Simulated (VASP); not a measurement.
# Co (P-1) in VASP: single point with PBEsol

Aim: the single point of Co with PBEsol.

Everything below comes from runs of VASP 6.6.1. Logs are shortened: lines on timing, memory, paths and dates and some standing lists are left out, and cuts for length are marked.

## (1) The cell of the first run

The typed cell holds 1 atom: a = 2.425 Å, b = 2.437 Å, c = 2.401 Å, α = 107.69°, β = 110.08°, γ = 109.82°.

## (2) Single point, PBEsol, collinear spin, ferromagnetic start

POSCAR

```
Co
1.0
   -1.4145745000      1.3929095500      1.3921574700
    1.4429802800     -1.3751271500      1.4027808400
    1.4112696000      1.3718222500     -1.3743750600
Co
1
Direct
    0.0000000000      0.0000000000      0.0000000000
```

INCAR.step1

```
SYSTEM = Co
PREC = Accurate
ENCUT = 520
EDIFF = 1E-6
ISMEAR = -1
SIGMA = 0.05
LREAL = .FALSE.
LASPH = .TRUE.
NELM = 150
ALGO = Fast
ISIF = 2
LWAVE = .FALSE.
LCHARG = .TRUE.
ISPIN = 2
MAGMOM = 2
LMAXMIX = 4
GGA = PS
NBANDS = 14
```

KPOINTS.step1

```
Automatic mesh
0
G
  8 7 8
  0 0 0
```

INCAR.step2

```
SYSTEM = Co
PREC = Accurate
ENCUT = 520
EDIFF = 1E-6
ISMEAR = -5
SIGMA = 0.05
LREAL = .FALSE.
LASPH = .TRUE.
NELM = 150
ALGO = Fast
ISIF = 2
LWAVE = .FALSE.
LCHARG = .FALSE.
ISPIN = 2
MAGMOM = 2
LORBIT = 11
LMAXMIX = 4
GGA = PS
NEDOS = 2001
ICHARG = 11
```

KPOINTS.step2

```
Automatic mesh
0
G
  12 11 12
  0 0 0
```

Potentials or basis: VASP PAW PBE potentials, release 64 (Co).

The run is started by

```bash
cat potpaw_PBE.64/Co/POTCAR > POTCAR
cp INCAR.step1 INCAR
cp KPOINTS.step1 KPOINTS
mpirun -np 1 vasp_std > vasp.out
cp INCAR.step2 INCAR
cp KPOINTS.step2 KPOINTS
mpirun -np 1 vasp_std > vasp.out
```

OUTCAR:

```text
SYSTEM = Co
   PREC = Accurate
   ENCUT = 520
   EDIFF = 1E-6
   ISMEAR = -5
   LREAL = .FALSE.
   LASPH = .TRUE.
   NELM = 150
   ISIF = 2
   ISPIN = 2
   LORBIT = 11
   GGA = PS
   ICHARG = 11

 ion  position               nearest neighbor table
   1  0.000  0.000  0.000-

  LATTYP: Found a triclinic cell.
 ALAT       =     6.1639271409
 B/A-ratio  =     0.6337387412
 C/A-ratio  =     0.3933743782
 COS(alpha) =     0.0005142480
 COS(beta)  =     0.2599597309
 COS(gamma) =     0.9471042428

  Lattice vectors:

 A1 = (  -0.0350155800,   5.5116812000,  -2.7593734900)
 A2 = (  -0.0317106800,   2.7469494000,  -2.7771559000)
 A3 = (  -1.4145745000,   1.3929095500,   1.3921574700)

Analysis of symmetry for initial positions (statically):
=====================================================================
 Subroutine PRICEL returns:
 Original cell was already a primitive cell.

 Routine SETGRP: Setting up the symmetry group for a
 triclinic supercell.

 Subroutine GETGRP returns: Found  2 space group operations
 (whereof  2 operations were pure point group operations)
 out of a pool of  2 trial point group operations.

The static configuration has the point symmetry S_2 .

Analysis of symmetry for dynamics (positions and initial velocities):
=====================================================================
 Subroutine PRICEL returns:
 Original cell was already a primitive cell.

 Routine SETGRP: Setting up the symmetry group for a
 triclinic supercell.

 Subroutine GETGRP returns: Found  2 space group operations
 (whereof  2 operations were pure point group operations)
 out of a pool of  2 trial point group operations.

The dynamic configuration has the point symmetry S_2 .

Analysis of structural, dynamic, and magnetic symmetry:
=====================================================================
 Subroutine PRICEL returns:
 Original cell was already a primitive cell.

 Routine SETGRP: Setting up the symmetry group for a
 triclinic supercell.

 Subroutine GETGRP returns: Found  2 space group operations
 (whereof  2 operations were pure point group operations)
 out of a pool of  2 trial point group operations.

The overall configuration has the point symmetry S_2 .

 Subroutine INISYM returns: Found  2 space group operations
 (whereof  2 operations are pure point group operations),
 and found     1 'primitive' translations

----------------------------------------------------------------------------------------

                                     Primitive cell

  volume of cell :      11.0262

  direct lattice vectors                    reciprocal lattice vectors
    -1.414574500  1.392909550  1.392157470    -0.003122163  0.359408250  0.355534697
     1.442980280 -1.375127150  1.402780840     0.346826794 -0.001864074  0.354276607
     1.411269600  1.371822250 -1.374375060     0.350832501  0.362155868 -0.005869779

  length of vectors
     2.424731006  2.437408635  2.400517647     0.505558067  0.495786461  0.504256652

  position of ions in fractional coordinates (direct lattice)
     0.000000000  0.000000000  0.000000000

  ion indices of the primitive-cell ions
   primitive index   ion index
                 1           1

----------------------------------------------------------------------------------------

 KPOINTS: Automatic mesh

Automatic generation of k-mesh.
 Grid dimensions read from file:
 generate k-points for:   12   11   12

 Generating k-lattice:

  Cartesian coordinates                     Fractional coordinates (reciprocal lattice)
    -0.000260180  0.029950687  0.029627891     0.083333333  0.000000000  0.000000000
     0.031529709 -0.000169461  0.032206964    -0.000000000  0.090909091  0.000000000
     0.029236042  0.030179656 -0.000489148     0.000000000 -0.000000000  0.083333333

  Length of vectors
     0.042129839  0.045071496  0.042021388

  Shift w.r.t. Gamma in fractional coordinates (k-lattice)
     0.000000000  0.000000000  0.000000000

 TETIRR: Found   4752 inequivalent tetrahedra from     9504

 Subroutine IBZKPT returns following result:
 ===========================================

 Found    794 irreducible k-points:

 Following reciprocal coordinates:
            Coordinates               Weight
  0.000000  0.000000  0.000000      1.000000
  0.083333  0.000000 -0.000000      2.000000
  0.166667  0.000000  0.000000      2.000000
  0.250000  0.000000 -0.000000      2.000000
  0.333333  0.000000 -0.000000      2.000000
  0.416667 -0.000000  0.000000      2.000000
[... 16 lines left out ...]
  0.250000  0.181818  0.000000      2.000000
  0.333333  0.181818  0.000000      2.000000
 [... further k-points ...]
   k-points           NKPTS =    794   k-points in BZ     NKDIM =    794   number of bands    NBANDS=      9
   number of dos      NEDOS =   2001   number of ions     NIONS =      1
   total plane-waves  NPLWV =   5832
   dimension x,y,z NGX =    18 NGY =   18 NGZ =   18
   dimension x,y,z NGXF=    36 NGYF=   36 NGZF=   36
   ions per type =               1
   NGX,Y,Z   is equivalent  to a cutoff of  12.34, 12.28, 12.47 a.u.
   NGXF,Y,Z  is equivalent  to a cutoff of  24.68, 24.55, 24.93 a.u.
 SYSTEM =  Co
   PREC   = accura    normal or accurate (medium, high low for compatibility)
   ISTART =      0    job   : 0-new  1-cont  2-samecut
   ICHARG =     11    charge: 1-file 2-atom 10-const
   ISPIN  =      2    spin polarized calculation?
   LNONCOLLINEAR =      F non collinear calculations
   LSORBIT =      F    spin-orbit coupling
   LASPH  =      T    aspherical Exc in radial PAW
   ENCUT  =  520.0 eV  38.22 Ry    6.18 a.u.   4.51  4.53  4.46*2*pi/ulx,y,z
   NELM   =    150;   NELMIN=  2; NELMDL=  0     # of ELM steps
   EDIFF  = 0.1E-05   stopping-criterion for ELM
   LREAL  =      F    real-space projection
   EDIFFG = 0.1E-04   stopping-criterion for IOM
   NSW    =      0    number of steps for IOM
   IBRION =     -1    ionic relax: 0-MD 1-quasi-New 2-CG
   NFREE  =      0    steps in history (QN), initial steepest desc. (CG)
   ISIF   =      2    stress and relaxation
   ISYM   =      2    0-nonsym 1-usesym 2-fastsym
   POTIM  = 0.5000    time-step for ionic-motion
   TEBEG  =    0.0;   TEEND  =   0.0 temperature during run
   PSTRESS=    0.0 pullay stress
   NELECT =       9.0000    total number of electrons
   NUPDOWN=      -1.0000    fix difference up-down
   EMIN   =  10.00;   EMAX   =-10.00  energy-range for DOS
   EFERMI =   0.00;   METHOD = LEGACY
   ISMEAR =    -5;   SIGMA  =   0.05  broadening in eV -4-tet -1-fermi 0-gaus
   EFERMI_NEDOS =   21; number of points for ismear=-14 and -15
   IALGO  =     68    algorithm
   IMIX   =      4    mixing-type and parameters
     AMIX     =   0.40;   BMIX     =  1.00
     AMIX_MAG =   1.60;   BMIX_MAG =  1.00
  volume/ion in A,a.u.               =      11.03        74.41
  Fermi-wavevector in a.u.,A,eV,Ry     =   1.529962  2.891209 31.848306  2.340784
  Thomas-Fermi vector in A             =   2.637511
   LORBIT       =     11    0 simple, 1 ext, 2 COOP (PROOUT), +10 PAW based schemes
   GGA     = PS    functional components
   LHFCALC =     F    Hartree Fock is set to
   AEXX    =    0.0000 exact exchange contribution
   IVDW    =     0    specifies the selected vdW correction
   LEPSILON=     F    determine dielectric tensor
   LRPA    =     F    only Hartree local field effects (RPA)
 spin polarized calculation
 RMM-DIIS sequential band-by-band and
 Fermi weights with tetrahedron method with Bloechl corrections
  energy-cutoff  :      520.00
  volume of cell :       11.03
 maximum number of plane-waves:       321

 number of electron       9.0000000 magnetization       1.7961782

 Free energy of the ion-electron system (eV)
  ---------------------------------------------------
  ext. energy  EPLUGINS =         0.00000000
  ---------------------------------------------------
  free energy    TOTEN  =        -7.60684665 eV

  energy without entropy =       -7.60684665  energy(sigma->0) =       -7.60684665

 E-fermi :  10.2027     XC(G=0): -13.4869

 val. band max:       10.3298156116   @ k =   0.5000   0.3636   0.5000
 cond. band min:       9.9788171200   @ k =   0.0000  -0.4545   0.4167
 fundamental gap:     -0.3509984916
 Fermi energy:        10.2026745835

 spin component 1

 k-point     1 :       0.0000    0.0000    0.0000
  band No.  band energies     occupation
      1       0.9350      1.00000
      2       7.0115      1.00000
      3       7.1079      1.00000
      4       7.2870      1.00000
      5       8.2007      1.00000
      6       8.2789      1.00000
      7      34.7719      0.00000
      8      35.4542      0.00000
      9      35.7522      0.00000

 k-point     2 :       0.0833    0.0000   -0.0000
  band No.  band energies     occupation
      1       1.2238      1.00000
      2       6.9468      1.00000
      3       7.1826      1.00000
      4       7.3223      1.00000
      5       8.2127      1.00000
      6       8.2278      1.00000
      7      33.4376      0.00000
      8      34.5889      0.00000
      9      35.0550      0.00000

 k-point     3 :       0.1667    0.0000    0.0000
  band No.  band energies     occupation
      1       2.0517      1.00000
      2       6.7631      1.00000
      3       7.1165      1.00000
      4       7.6754      1.00000
      5       8.1538      1.00000
      6       8.2614      1.00000
      7      29.6607      0.00000
      8      33.0084      0.00000
      9      34.2114      0.00000
[... 229 lines left out ...]
 k-point    23 :       0.2500    0.1818    0.0000
  band No.  band energies     occupation
      1       4.9814      1.00000
      2       6.2912      1.00000
      3       6.7553      1.00000
      4       8.1721      1.00000
      5       8.5778      1.00000
      6      10.0930      0.55175
      7      21.8740      0.00000
      8      23.4530      0.00000
      9      30.3967      0.00000

 k-point    24 :       0.3333    0.1818    0.0000
  band No.  band energies     occupation
      1       5.2215      1.00000
      2       6.1663      1.00000
      3       7.1891      1.00000
      4       8.3062      1.00000
      5       8.7325      1.00000
      6      11.6635     -0.06086
      7      18.4661      0.00000
      8      22.6207      0.00000
      9      29.5099      0.00000

 [... further k-points ...]

 spin component 2

 k-point     1 :       0.0000    0.0000    0.0000
  band No.  band energies     occupation
      1       1.0726      1.00000
      2       8.5946      1.00000
      3       8.7180      1.00000
      4       8.9257      1.00000
      5      10.4057      0.00000
      6      10.5922      0.00000
      7      34.6545      0.00000
      8      35.3499      0.00000
      9      35.6564      0.00000

 k-point     2 :       0.0833    0.0000   -0.0000
  band No.  band energies     occupation
      1       1.3626      1.00000
      2       8.5184      1.00000
      3       8.8051      1.00000
      4       8.9513      1.00000
      5      10.4200     -0.02429
      6      10.5230      0.00000
      7      33.5055      0.00000
      8      34.5751      0.00000
      9      35.0480      0.00000

 k-point     3 :       0.1667    0.0000    0.0000
  band No.  band energies     occupation
      1       2.2009      1.00000
      2       8.3019      1.00000
      3       8.7263      1.00000
      4       9.3281      1.00200
      5      10.3887     -0.02785
      6      10.4825      0.00000
      7      29.9899      0.00000
      8      33.1474      0.00000
      9      34.3259      0.00000
[... 229 lines left out ...]
 k-point    23 :       0.2500    0.1818    0.0000
  band No.  band energies     occupation
      1       5.5925      1.00000
      2       7.7272      1.00000
      3       8.0721      1.00000
      4      10.2630      0.29345
      5      10.7758     -0.01159
      6      11.6655      0.00000
      7      22.5085      0.00000
      8      23.9624      0.00000
      9      30.7784      0.00000

 k-point    24 :       0.3333    0.1818    0.0000
  band No.  band energies     occupation
      1       6.2862      1.00000
      2       7.5660      1.00000
      3       8.3707      1.00000
      4      10.4204      0.01957
      5      10.8342      0.00000
      6      12.8947      0.00000
      7      19.2786      0.00000
      8      23.1235      0.00000
      9      29.8673      0.00000

 [... further k-points ...]

------------------------ aborting loop because EDIFF is reached ----------------------------------------

  FORCE on cell =-STRESS in cart. coord.  units (eV):
  Direction    XX          YY          ZZ          XY          YZ          ZX
  --------------------------------------------------------------------------------------
  -------------------------------------------------------------------------------------
  Total       -0.2133868     -0.2502875     -0.2891262      0.0257889     -0.1255313     -0.1440822
  in kB      -31.0065356    -36.3684600    -42.0119755      3.7472973    -18.2405475    -20.9361135
  external PRESSURE =     -36.4623237 kB  Pullay stress =       0.0000000 kB

 VOLUME and BASIS-vectors are now :
 -----------------------------------------------------------------------------
  energy-cutoff  :      520.00
  volume of cell :       11.03
      direct lattice vectors                 reciprocal lattice vectors
    -1.414574500  1.392909550  1.392157470    -0.003122163  0.359408250  0.355534697
     1.442980280 -1.375127150  1.402780840     0.346826794 -0.001864074  0.354276607
     1.411269600  1.371822250 -1.374375060     0.350832501  0.362155868 -0.005869779

 POSITION                                       TOTAL-FORCE (eV/Angst)
 -----------------------------------------------------------------------------------
      0.00000      0.00000      0.00000         0.000000     -0.000000      0.000000
 -----------------------------------------------------------------------------------
    total drift:                                0.000000      0.000000      0.000000

  FREE ENERGIE OF THE ION-ELECTRON SYSTEM (eV)
  ---------------------------------------------------
  free  energy   TOTEN  =        -7.6068466450 eV

  energy  without entropy=       -7.6068466450  energy(sigma->0) =       -7.60684665

 total charge

# of ion       s       p       d       tot
------------------------------------------
    1        0.482   0.518   7.236   8.236

 magnetization (x)

# of ion       s       p       d       tot
------------------------------------------
    1       -0.005  -0.046   1.786   1.734
```

Run time: 89 s. Hardware: 1 thread of Intel Xeon Platinum 8488C (Sapphire Rapids), shared host; peak memory 0.25 GiB.

Results:

| Property | Result |
| --- | --- |
| Net moment | 1.80 μB per cell |
| Site moments | Co +1.73 μB |
| Valence electrons inside the program's atomic spheres | Co 8.24 |

Levels at points of the mesh, in eV from the Fermi level:
Spin up:
```
           k point  band 3  band 4  band 5  band 6  band 7  band 8
(0.00, 0.00, 0.00)   -3.09   -2.92   -2.00   -1.92   24.57   25.25
(0.50, 0.00, 0.00)   -1.83   -1.68   -0.65   -0.13    6.32   17.79
(0.00, 0.00, 0.50)   -2.00   -1.74   -0.64   -0.17    6.27   18.25
(0.50, 0.00, 0.50)   -2.03   -1.86   -0.62   -0.13    6.35   18.34
```
Spin down:
```tsv
k point	band 1	band 2	band 3	band 4	band 5	band 6	band 7	band 8	band 9
(0.00, 0.00, 0.00)	-9.13	-1.61	-1.48	-1.28	0.20	0.39	24.45	25.15	25.45
(0.50, 0.00, 0.00)	-4.41	-2.76	-0.03	0.34	0.59	1.21	7.42	17.91	19.69
(0.00, 0.00, 0.50)	-4.41	-2.56	-0.07	0.13	0.52	1.22	7.36	18.33	20.10
(0.50, 0.00, 0.50)	-4.40	-2.42	-0.02	0.04	0.42	1.26	7.43	18.42	20.28
```

Caveat: the k points lie up to 0.43 Å⁻¹ apart; the PAW data sets were made with another functional, which shifts forces and pressure a little; tetrahedron occupations give inexact forces and stress in metals.
